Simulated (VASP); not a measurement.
# InSb3 (Fm-3m) in VASP: a series of runs, part 2 of 3

VASP 6.6.1. Earlier steps stand in the parts before.

### 3 Relaxation of cell and atoms, PBEsol, target pressure 5 GPa, at which the enthalpy is minimised

INCAR

```
SYSTEM = InSb3
  PREC = Accurate
  ENCUT = 500
  EDIFF = 1E-7
  ISMEAR = 0
  SIGMA = 0.01
  LREAL = .FALSE.
  LASPH = .TRUE.
  NELM = 120
  ALGO = Normal
  ISIF = 3
  LWAVE = .FALSE.
  LCHARG = .FALSE.
  GGA = PS
  IBRION = 2
  NSW = 80
  EDIFFG = -0.01
  PSTRESS = 50.0
  GGA_COMPAT = .FALSE.
  NELMIN = 4
```

KPOINTS

```
regular mesh
0
G
  5 5 5
  0 0 0
```

POSCAR

```
InSb3
1.0
    0.0000000000      3.8150000000      3.8150000000
    3.8150000000      0.0000000000      3.8150000000
    3.8150000000      3.8150000000      0.0000000000
In Sb
1 3
Direct
    0.0000000000      0.0000000000      0.0000000000
    0.5000000000      0.5000000000      0.5000000000
    0.2500000000      0.2500000000      0.2500000000
    0.7500000000      0.7500000000      0.7500000000
```

Potentials or basis: VASP PAW PBE potentials, release 64 (In_d, Sb).

Launch:

```sh
cat potpaw_PBE.64/In_d/POTCAR potpaw_PBE.64/Sb/POTCAR > POTCAR
mpirun -np 1 vasp_std > vasp.out
```

OUTCAR:

```text
SYSTEM = InSb3
   PREC = Accurate
   ENCUT = 500
   EDIFF = 1E-7
   ISMEAR = 0
   LREAL = .FALSE.
   LASPH = .TRUE.
   NELM = 120
   ISIF = 3
   GGA = PS
   IBRION = 2
   NSW = 80
   EDIFFG = -0.01
   PSTRESS = 50.0
   NELMIN = 4

 ion  position               nearest neighbor table
   1  0.000  0.000  0.000-   3 3.30   4 3.30   4 3.30   4 3.30   4 3.30   3 3.30   3 3.30   3 3.30
                             2 3.81   2 3.81   2 3.81   2 3.81   2 3.81   2 3.81
   2  0.500  0.500  0.500-   3 3.30   4 3.30   3 3.30   3 3.30   3 3.30   4 3.30   4 3.30   4 3.30
                             1 3.81   1 3.81   1 3.81   1 3.81   1 3.81   1 3.81
   3  0.250  0.250  0.250-   1 3.30   2 3.30   1 3.30   1 3.30   1 3.30   2 3.30   2 3.30   2 3.30

   4  0.750  0.750  0.750-   1 3.30   2 3.30   2 3.30   2 3.30   2 3.30   1 3.30   1 3.30   1 3.30

  LATTYP: Found a face centered cubic cell.
 ALAT       =     7.6300000000

  Lattice vectors:

 A1 = (   0.0000000000,   3.8150000000,   3.8150000000)
 A2 = (   3.8150000000,   0.0000000000,   3.8150000000)
 A3 = (   3.8150000000,   3.8150000000,   0.0000000000)

Analysis of symmetry for initial positions (statically):
=====================================================================
 Subroutine PRICEL returns:
 Original cell was already a primitive cell.

 Routine SETGRP: Setting up the symmetry group for a
 face centered cubic supercell.

 Subroutine GETGRP returns: Found 48 space group operations
 (whereof 48 operations were pure point group operations)
 out of a pool of 48 trial point group operations.

The static configuration has the point symmetry O_h .

Analysis of symmetry for dynamics (positions and initial velocities):
=====================================================================
 Subroutine PRICEL returns:
 Original cell was already a primitive cell.

 Routine SETGRP: Setting up the symmetry group for a
 face centered cubic supercell.

 Subroutine GETGRP returns: Found 48 space group operations
 (whereof 48 operations were pure point group operations)
 out of a pool of 48 trial point group operations.

The dynamic configuration has the point symmetry O_h .

 Subroutine INISYM returns: Found 48 space group operations
 (whereof 48 operations are pure point group operations),
 and found     1 'primitive' translations

----------------------------------------------------------------------------------------

                                     Primitive cell

  volume of cell :     111.0487

  direct lattice vectors                    reciprocal lattice vectors
     0.000000000  3.815000000  3.815000000    -0.131061599  0.131061599  0.131061599
     3.815000000  0.000000000  3.815000000     0.131061599 -0.131061599  0.131061599
     3.815000000  3.815000000  0.000000000     0.131061599  0.131061599 -0.131061599

  length of vectors
     5.395224740  5.395224740  5.395224740     0.227005348  0.227005348  0.227005348

  position of ions in fractional coordinates (direct lattice)
     0.000000000  0.000000000  0.000000000
     0.500000000  0.500000000  0.500000000
     0.250000000  0.250000000  0.250000000
     0.750000000  0.750000000  0.750000000

  ion indices of the primitive-cell ions
   primitive index   ion index
                 1           1
                 2           2
                 3           3
                 4           4

----------------------------------------------------------------------------------------
[... 33 lines left out ...]
 -0.200000  0.200000  0.000000     12.000000
  0.400000  0.400000  0.000000      6.000000
 -0.400000  0.400000  0.000000     12.000000
 -0.400000  0.400000  0.200000     24.000000
   k-points           NKPTS =     10   k-points in BZ     NKDIM =     10   number of bands    NBANDS=     18
   number of dos      NEDOS =    301   number of ions     NIONS =      4
   total plane-waves  NPLWV =  64000
   dimension x,y,z NGX =    40 NGY =   40 NGZ =   40
   dimension x,y,z NGXF=    80 NGYF=   80 NGZF=   80
   ions per type =               1   3
   NGX,Y,Z   is equivalent  to a cutoff of  12.33, 12.33, 12.33 a.u.
   NGXF,Y,Z  is equivalent  to a cutoff of  24.65, 24.65, 24.65 a.u.
 SYSTEM =  InSb3
   PREC   = accura    normal or accurate (medium, high low for compatibility)
   ISTART =      0    job   : 0-new  1-cont  2-samecut
   ICHARG =      2    charge: 1-file 2-atom 10-const
   ISPIN  =      1    spin polarized calculation?
   LNONCOLLINEAR =      F non collinear calculations
   LSORBIT =      F    spin-orbit coupling
   LASPH  =      T    aspherical Exc in radial PAW
   ENCUT  =  500.0 eV  36.75 Ry    6.06 a.u.   9.84  9.84  9.84*2*pi/ulx,y,z
   NELM   =    120;   NELMIN=  4; NELMDL= -5     # of ELM steps
   EDIFF  = 0.1E-06   stopping-criterion for ELM
   LREAL  =      F    real-space projection
   EDIFFG = -.1E-01   stopping-criterion for IOM
   NSW    =     80    number of steps for IOM
   IBRION =      2    ionic relax: 0-MD 1-quasi-New 2-CG
   NFREE  =      1    steps in history (QN), initial steepest desc. (CG)
   ISIF   =      3    stress and relaxation
   ISYM   =      2    0-nonsym 1-usesym 2-fastsym
   POTIM  = 0.5000    time-step for ionic-motion
   TEBEG  =    0.0;   TEEND  =   0.0 temperature during run
   PSTRESS=   50.0 pullay stress
   NELECT =      28.0000    total number of electrons
   NUPDOWN=      -1.0000    fix difference up-down
   EMIN   =  10.00;   EMAX   =-10.00  energy-range for DOS
   EFERMI =   0.00;   METHOD = LEGACY
   ISMEAR =     0;   SIGMA  =   0.01  broadening in eV -4-tet -1-fermi 0-gaus
   EFERMI_NEDOS =   21; number of points for ismear=-14 and -15
   IALGO  =     38    algorithm
   IMIX   =      4    mixing-type and parameters
     AMIX     =   0.40;   BMIX     =  1.00
     AMIX_MAG =   1.60;   BMIX_MAG =  1.00
  volume/ion in A,a.u.               =      27.76       187.35
  Fermi-wavevector in a.u.,A,eV,Ry     =   1.034244  1.954438 14.553614  1.069660
  Thomas-Fermi vector in A             =   2.168530
   LORBIT       =      0    0 simple, 1 ext, 2 COOP (PROOUT), +10 PAW based schemes
   GGA     = PS    functional components
   LHFCALC =     F    Hartree Fock is set to
   AEXX    =    0.0000 exact exchange contribution
   IVDW    =     0    specifies the selected vdW correction
   LEPSILON=     F    determine dielectric tensor
   LRPA    =     F    only Hartree local field effects (RPA)
 conjugate gradient relaxation of ions
 non-spin polarized calculation
 Gauss-broadening in eV      SIGMA  =   0.01
  energy-cutoff  :      500.00
  volume of cell :      111.05
 maximum number of plane-waves:      2840
   NGX = 19   NGY = 19   NGZ = 19

--------------------------------------- Ionic step        1  -------------------------------------------

 number of electron      27.9999995 magnetization

 Free energy of the ion-electron system (eV)
  ---------------------------------------------------
  ext. energy  EPLUGINS =         0.00000000
  ---------------------------------------------------
  free energy    TOTEN  =       -16.12499785 eV

  energy without entropy =      -16.12424040  energy(sigma->0) =      -16.12461913

------------------------ aborting loop because EDIFF is reached ----------------------------------------

  FORCE on cell =-STRESS in cart. coord.  units (eV):
  Direction    XX          YY          ZZ          XY          YZ          ZX
  --------------------------------------------------------------------------------------
  -------------------------------------------------------------------------------------
  Total       -2.7914420     -2.7914420     -2.7914420      0.0000000      0.0000000     -0.0000000
  in kB      -40.2740745    -40.2740745    -40.2740745      0.0000000      0.0000000     -0.0000000
  external PRESSURE =     -90.2740745 kB  Pullay stress =      50.0000000 kB
[... 27 lines left out ...]
--------------------------------------- Ionic step        2  -------------------------------------------

 number of electron      28.0000005 magnetization

 E-fermi :  10.8202     XC(G=0): -11.2513

 val. band max:       10.2527763801   @ k =  -0.4000   0.2000   0.0000
 cond. band min:      10.8232585531   @ k =  -0.4000   0.4000   0.0000
 fundamental gap:      0.5704821730
 Fermi energy:        10.8202128512

 k-point     1 :       0.0000    0.0000    0.0000
  band No.  band energies     occupation
      1      -3.7974      2.00000
      2      -3.7974      2.00000
      3      -3.7974      2.00000
      4      -3.7266      2.00000
      5      -3.7266      2.00000
      6      -3.2135      2.00000
[... 358 lines left out ...]
--------------------------------------- Ionic step        6  -------------------------------------------

 number of electron      27.9999998 magnetization

 Free energy of the ion-electron system (eV)
  ---------------------------------------------------
  ext. energy  EPLUGINS =         0.00000000
  ---------------------------------------------------
  free energy    TOTEN  =       -16.13884114 eV

  energy without entropy =      -16.13834750  energy(sigma->0) =      -16.13859432

 E-fermi :   9.2736     XC(G=0): -10.8051

 val. band max:        8.8771613478   @ k =  -0.2000   0.2000   0.0000
 cond. band min:       9.2766899647   @ k =  -0.4000   0.4000   0.0000
 fundamental gap:      0.3995286169
 Fermi energy:         9.2736442627

 k-point     1 :       0.0000    0.0000    0.0000
  band No.  band energies     occupation
      1      -5.0384      2.00000
      2      -5.0384      2.00000
      3      -5.0384      2.00000
      4      -4.9882      2.00000
      5      -4.9882      2.00000
      6      -3.7740      2.00000
[... 234 lines left out ...]
  energy  without entropy=      -16.1383475014  energy(sigma->0) =      -16.13859432

  enthalpy is  TOTEN    =       -13.1225513879 eV   P V=        3.0162897529

 reached required accuracy - stopping structural energy minimisation
```

OSZICAR:

```text
N       E                     dE             d eps       ncg     rms          rms(c)
DAV:   1     0.182432948881E+03    0.18243E+03   -0.11248E+04   360   0.142E+03
DAV:   2     0.748807691614E+00   -0.18168E+03   -0.17898E+03   372   0.318E+02
DAV:   3    -0.155104385870E+02   -0.16259E+02   -0.15621E+02   466   0.942E+01
[... 57 lines left out ...]
DAV:   3    -0.161388413534E+02    0.38780E-04   -0.11833E-04   466   0.181E-01    0.154E-02
DAV:   4    -0.161388406252E+02    0.72815E-06   -0.60346E-06   388   0.199E-02    0.722E-03
DAV:   5    -0.161388409155E+02   -0.29026E-06   -0.57950E-07   402   0.108E-02    0.238E-03
DAV:   6    -0.161388411516E+02   -0.23609E-06   -0.78574E-08   186   0.305E-03    0.595E-04
DAV:   7    -0.161388411408E+02    0.10774E-07   -0.14587E-08   180   0.151E-03
   6 F= -.13122551E+02 E0= -.13122305E+02  d E =-.618366E-04
```

CONTCAR:

```text
InSb3
   1.00000000000000
     0.0000000000000000    3.6424579519403117    3.6424579519403117
     3.6424579519403117    0.0000000000000000    3.6424579519403117
     3.6424579519403117    3.6424579519403117    0.0000000000000000
  In              Sb
     1     3
Direct
     0.0000000000000000    0.0000000000000000    1.0000000000000000
     0.5000000000000000    0.5000000000000000    0.5000000000000000
     0.2500000000000000    0.2500000000000000    0.2500000000000000
     0.7500000000000000    0.7500000000000000    0.7500000000000000

  0.00000000E+00  0.00000000E+00  0.00000000E+00
  0.00000000E+00  0.00000000E+00  0.00000000E+00
  0.00000000E+00  0.00000000E+00  0.00000000E+00
  0.00000000E+00  0.00000000E+00  0.00000000E+00
```

Run time: 90 s. Hardware: 1 thread of Intel Xeon Platinum 8559C (Emerald Rapids), shared host; peak memory 0.25 GiB.

What came out:

* Free energy: -16.1388 eV
* Relaxed volume: 24.16 Å³/atom
* Relaxed cell: a = 5.151 Å, b = 5.151 Å, c = 5.151 Å, α = 60.00°, β = 60.00°, γ = 60.00°
* Space group after relaxing (to 0.1 Å): Fm-3m (No. 225)
* Energy change on relaxing (the run minimises the enthalpy): -3.5 meV/atom
* Ionic steps: 6
* Pressure after relaxing: 5.0 GPa

The path:
| step | energy change (eV) | largest force (eV/Å) | pressure (GPa) | volume (Å³) |
| --- | --- | --- | --- | --- |
| 1 | 0.0000 | 0.0000 | -4.03 | 111.05 |
| 2 | 0.5349 | 0.0000 | 15.67 | 87.76 |
| 3 | -0.0178 | 0.0000 | 4.88 | 96.78 |
| 4 | -0.0093 | 0.0000 | 5.14 | 96.51 |
| 5 | -0.0177 | 0.0000 | 4.89 | 96.78 |
| 6 | -0.0138 | 0.0000 | 5.00 | 96.65 |

Final structure:
```
In Sb
1.0
     0.00000    3.64246    3.64246
     3.64246    0.00000    3.64246
     3.64246    3.64246    0.00000
In Sb
1 3
Direct
  0.00000 0.00000 0.00000
  0.50000 0.50000 0.50000
  0.25000 0.25000 0.25000
  0.75000 0.75000 0.75000
```

Caveat: the cell is relaxed towards a set pressure, so the run minimises the enthalpy, not the energy; the highest band is partly filled, so the run has too few bands; the PAW data sets were made with another functional, which shifts forces and pressure a little; spin-orbit coupling is left out, which moves the levels of the heavy elements.

### 4 Relaxation of cell and atoms, PBEsol, target pressure 10 GPa, at which the enthalpy is minimised

INCAR

```
  PREC = Accurate
  ENCUT = 500
  EDIFF = 1E-7
  ISMEAR = 0
  SIGMA = 0.01
  LREAL = False
  LASPH = True
  NELM = 120
  ALGO = Normal
  ISIF = 3
  LWAVE = False
  LCHARG = False
  GGA = PS
  IBRION = 2
  NSW = 80
  EDIFFG = -0.01
  PSTRESS = 100.0
  GGA_COMPAT = False
  NELMIN = 4
```

KPOINTS

```
Automatic mesh
0
Gamma
  5 5 5
```

POSCAR is that of step 3.

Launch:

```sh
cat potpaw_PBE.64/In_d/POTCAR potpaw_PBE.64/Sb/POTCAR > POTCAR
mpirun -np 1 vasp_std > vasp.out
```

Wall time 92 s (1 thread of Intel Xeon Platinum 8559C (Emerald Rapids), shared host); peak memory 0.26 GiB.

The run converged. Its results:

* Free energy: -15.9205 eV
* Relaxed volume: 22.98 Å³/atom
* Relaxed cell: a = 5.066 Å, b = 5.066 Å, c = 5.066 Å, α = 60.00°, β = 60.00°, γ = 60.00°
* Space group after relaxing (to 0.1 Å): Fm-3m (No. 225)
* Energy change on relaxing (the run minimises the enthalpy): +51.1 meV/atom
* Ionic steps: 7
* Pressure after relaxing: 10.0 GPa

The path:
| step | energy change (eV) | largest force (eV/Å) | pressure (GPa) | volume (Å³) |
| --- | --- | --- | --- | --- |
| 1 | 0.0000 | 0.0000 | -4.03 | 111.05 |
| 2 | 2.4298 | 0.0000 | 40.55 | 76.39 |
| 3 | 0.1676 | 0.0000 | 9.28 | 92.53 |
| 4 | 0.1960 | 0.0000 | 9.84 | 92.06 |
| 5 | 0.2183 | 0.0000 | 10.27 | 91.70 |
| 6 | 0.1894 | 0.0000 | 9.71 | 92.16 |
| 7 | 0.2045 | 0.0000 | 10.01 | 91.92 |

Final structure:
```
In Sb
1.0
     0.00000    3.58199    3.58199
     3.58199    0.00000    3.58199
     3.58199    3.58199    0.00000
In Sb
1 3
Direct
  0.00000 0.00000 0.00000
  0.50000 0.50000 0.50000
  0.25000 0.25000 0.25000
  0.75000 0.75000 0.75000
```

Levels at points of the mesh, in eV from the Fermi level:
| k point | band 10 | band 11 | band 12 | band 13 | band 14 | band 15 | band 16 | band 17 | band 18 |
| --- | --- | --- | --- | --- | --- | --- | --- | --- | --- |
| (0.00, 0.00, 0.00) | -2.94 | -2.94 | -2.86 | -2.86 | -2.86 | -1.51 | -0.93 | -0.93 | -0.93 |

Caveat: the cell is relaxed towards a set pressure, so the run minimises the enthalpy, not the energy; the volume moved by over 15 % at a fixed basis, so the end points are rough; the highest band is partly filled, so the run has too few bands; the PAW data sets were made with another functional, which shifts forces and pressure a little; spin-orbit coupling is left out, which moves the levels of the heavy elements.

(Continued in part 3 of 3.)
